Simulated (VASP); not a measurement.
Here is a VASP 6.6.1 calculation.

File INCAR:

```
PREC = Accurate
ENCUT = 520
EDIFF = 1E-8
ISMEAR = -1
SIGMA = 0.05
LREAL = F
LASPH = T
NELM = 80
ALGO = Normal
ISIF = 2
LWAVE = F
LCHARG = F
GGA = PS
LEFG = T
NBANDS = 44
```

KPOINTS

```
Automatic mesh
0
Gamma
  6 6 6
```

The input POSCAR:

```
Al2Pt
1.0
    5.9100000000      0.0000000000      0.0000000000
    0.0000000000      5.9100000000      0.0000000000
    0.0000000000      0.0000000000      5.9100000000
Al Pt
8 4
Direct
    0.2500000000      0.2500000000      0.2500000000
    0.7500000000      0.7500000000      0.2500000000
    0.7500000000      0.2500000000      0.7500000000
    0.2500000000      0.7500000000      0.7500000000
    0.7500000000      0.7500000000      0.7500000000
    0.2500000000      0.2500000000      0.7500000000
    0.2500000000      0.7500000000      0.2500000000
    0.7500000000      0.2500000000      0.2500000000
    0.0000000000      0.0000000000      0.0000000000
    0.5000000000      0.5000000000      0.0000000000
    0.5000000000      0.0000000000      0.5000000000
    0.0000000000      0.5000000000      0.5000000000
```

Potentials or basis: VASP PAW PBE potentials, release 64 (Al, Pt).

The run is started by

```bash
$ cat potpaw_PBE.64/Al/POTCAR potpaw_PBE.64/Pt/POTCAR > POTCAR
$ mpirun -np 1 vasp_std > vasp.out
```

Question: Predict the band gap on the k mesh.

Answer: Zero (bands 32 and 33 overlap by 2.62 eV).

Question: Predict the pressure.

Answer: -1.0 GPa.

Caveat: the PAW data sets were made with another functional, which shifts forces and pressure a little; spin-orbit coupling is left out, which moves the levels of the heavy elements.
